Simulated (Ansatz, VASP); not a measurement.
## Sr: VASP beside Ansatz

The input INCAR:

```
SYSTEM = Sr
PREC = Accurate
ENCUT = 600
EDIFF = 1E-7
ISMEAR = 0
SIGMA = 0.1
LREAL = .FALSE.
LASPH = .TRUE.
NELM = 100
ALGO = Normal
ISIF = 3
LWAVE = .FALSE.
LCHARG = .FALSE.
GGA = PE
IBRION = 2
NSW = 90
EDIFFG = -0.04
```

The input KPOINTS:

```
Automatic mesh
0
G
  4 4 4
  0 0 0
```

POSCAR

```
Sr
1.0
    0.0000000000      4.3486741600      4.3486741600
    4.3486741600      0.0000000000      4.3486741600
    4.3486741600      4.3486741600      0.0000000000
Sr
3
Direct
    0.2500000000      0.2500000000      0.2500000000
    0.7500000000      0.7500000000      0.7500000000
    0.5000000000      0.5000000000      0.5000000000
```

Input for Ansatz:

```yaml
crystal:
  lattice:
    - [0.0, 4.34867416, 4.34867416]
    - [4.34867416, 0.0, 4.34867416]
    - [4.34867416, 4.34867416, 0.0]
  atoms:
    - { symbol: Sr, position: [0.25, 0.25, 0.25] }
    - { symbol: Sr, position: [0.75, 0.75, 0.75] }
    - { symbol: Sr, position: [0.5, 0.5, 0.5] }
basis:
  ecutwfc: 420
kpoints:
  mp_grid: { grid: [4, 4, 4] }
hamiltonian:
  xc: pbe
scf:
  occupations: { method: gaussian, width: 0.1 }
  lower_state_search: "off"
output:
  forces: true
  stress: true
  eigenvalues: true
relax:
  adjacent_minimum: "off"
  f_tol: 0.04
  max_steps: 70
  cell: { stress_tol: 0.4 }
```

Alike in both runs: task relaxation of cell and atoms; functional PBE; k mesh 4 × 4 × 4; occupations gaussian, width 0.1 eV; no spin polarisation.

```csv
,VASP,Ansatz
version,VASP 6.6.1,Ansatz 0.2.0
potentials or method,"VASP PAW PBE potentials, release 64 (Sr_sv), cutoff 600 eV","scalar-relativistic, plane waves, PAW"
valence electrons in the cell,30,30
```

Ansatz gave:

```
gap on the k mesh at the Fermi level, each at its own relaxed structure (eV)  : none
relaxed volume (Å³/atom)                                                      : 68.78
relaxed length of the cell vector where the two differ most in proportion (Å) : 6.633
```

Task: Which values does VASP return?

Result: gap on the k mesh at the Fermi level, each at its own relaxed structure (eV): none; relaxed volume (Å³/atom): 70.64; relaxed length of the cell vector where the two differ most in proportion (Å): 6.692.

A gap of «none» marks a metal or a gap that the smearing closes.

Noted on VASP's run: the volume moved by over 15 % at a fixed basis, so the end points are rough.
